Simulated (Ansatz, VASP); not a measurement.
# Two plane-wave programs on AlN

Contents of INCAR:

```
ALGO = Normal ; EDIFF = 1E-6
ENCUT = 520 ; GGA = PS
ISIF = 2 ; ISMEAR = 0
LASPH = True ; LCHARG = False
LREAL = False ; LWAVE = False
NBANDS = 16 ; NELM = 80
PREC = Accurate ; SIGMA = 0.05
```

Contents of KPOINTS:

```
k-points
0
Gamma
  9 9 6
```

Contents of POSCAR:

```
AlN
1.0
    3.2025000000      0.0000000000      0.0000000000
   -1.6012500000      2.7734463556      0.0000000000
    0.0000000000      0.0000000000      4.0584000000
Al N
2 2
Direct
    0.3333333333      0.6666666667      0.7500000000
    0.6666666667      0.3333333333      0.2500000000
    0.3333333333      0.6666666667      0.2500000000
    0.6666666667      0.3333333333      0.7500000000
```

Input for Ansatz:

```yaml
crystal:
  lattice:
    - [3.2025, 0.0, 0.0]
    - [-1.60125, 2.7734463556, 0.0]
    - [0.0, 0.0, 4.0584]
  atoms:
    - { symbol: Al, position: [0.3333333333, 0.6666666667, 0.75] }
    - { symbol: Al, position: [0.6666666667, 0.3333333333, 0.25] }
    - { symbol: "N", position: [0.3333333333, 0.6666666667, 0.25] }
    - { symbol: "N", position: [0.6666666667, 0.3333333333, 0.75] }
basis:
  ecutwfc: 520.0
kpoints:
  mp_grid: { grid: [9, 9, 6] }
hamiltonian:
  xc: pbesol
scf:
  occupations: { method: gaussian, width: 0.05 }
output:
  forces: true
  stress: true
  eigenvalues: true
```

Alike in both runs: task single point; functional PBEsol; k mesh 9 × 9 × 6; occupations gaussian, width 0.05 eV; no spin polarisation.

|  | VASP | Ansatz |
| --- | --- | --- |
| version | VASP 6.6.1 | Ansatz 0.2.0 |
| potentials or method | VASP PAW PBE potentials, release 64 (Al, N), cutoff 520 eV | scalar-relativistic, plane waves, PAW |
| valence electrons in the cell | 16 | 16 |

VASP gave:

```
gap on the k mesh at the Fermi level (eV)                     : 3.91
least direct gap on the mesh (eV)                             : 3.91
pressure (GPa)                                                : 20.9
traceless stress, the component that is largest in VASP (GPa) : -4.50
```

Q: Which values does Ansatz return?

A: gap on the k mesh at the Fermi level (eV): 3.89; least direct gap on the mesh (eV): 3.89; pressure (GPa): 20.8; traceless stress, the component that is largest in VASP (GPa): -4.39.

VASP's potentials were made for PBE, not for PBEsol.
